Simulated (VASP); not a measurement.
Write the native input for VASP 6.6.1 that does the following.

| Property | Result |
| --- | --- |
| Task | single point |
| Functional | LDA |
| Potentials or basis | VASP PAW LDA potentials, release 64 (Sc_sv) |
| Cutoff | 520 eV |
| k mesh | 20 × 20 × 20 |
| Occupations | fermi-dirac, width 0.1 eV |
| Spin | no spin polarisation |
| Dipole correction | no |
| Further INCAR settings | ALGO = Normal; EDIFF = 1e-06; NBANDS = 12 |

The structure of Sc lies in POSCAR:

```
Sc
1.0
   -1.7366137376      1.7366137376      1.7366137376
    1.7366137376     -1.7366137376      1.7366137376
    1.7366137376      1.7366137376     -1.7366137376
Sc
1
Direct
    0.0000000000      0.0000000000      0.0000000000
```

This cell differs from its parent crystal: volume scaled by 0.92.

These files were run (other wordings do the same):

INCAR

```
SYSTEM = Sc
ALGO     = Normal         ! electronic algorithm
EDIFF    = 1E-6           ! SCF threshold, eV
ENCUT    = 520            ! plane-wave cutoff, eV
ISIF     = 2              ! what is computed and relaxed
ISMEAR   = -1             ! smearing method
LASPH    = .True.         ! aspherical terms in the spheres
LCHARG   = .False.        ! write CHGCAR
LREAL    = .False.        ! projectors in reciprocal space
LWAVE    = .False.        ! write WAVECAR
NBANDS   = 12             ! bands
NELM     = 60             ! most SCF steps
PREC     = Accurate       ! precision mode
SIGMA    = 0.1            ! smearing width, eV
```

KPOINTS

```
k-points
0
Gamma
  20 20 20
  0 0 0
```

Potentials or basis: VASP PAW LDA potentials, release 64 (Sc_sv).

Launch:

```bash
$ cat potpaw_LDA.64/Sc_sv/POTCAR > POTCAR
$ mpirun -np 1 vasp_std > vasp.out
```

It gave:

```yaml
Pressure: 5.6 GPa
```

Wall time 71 s on 1 thread of AMD EPYC 7R43 64-Core Processor (Zen 3), on a shared host, peak memory 0.13 GiB.
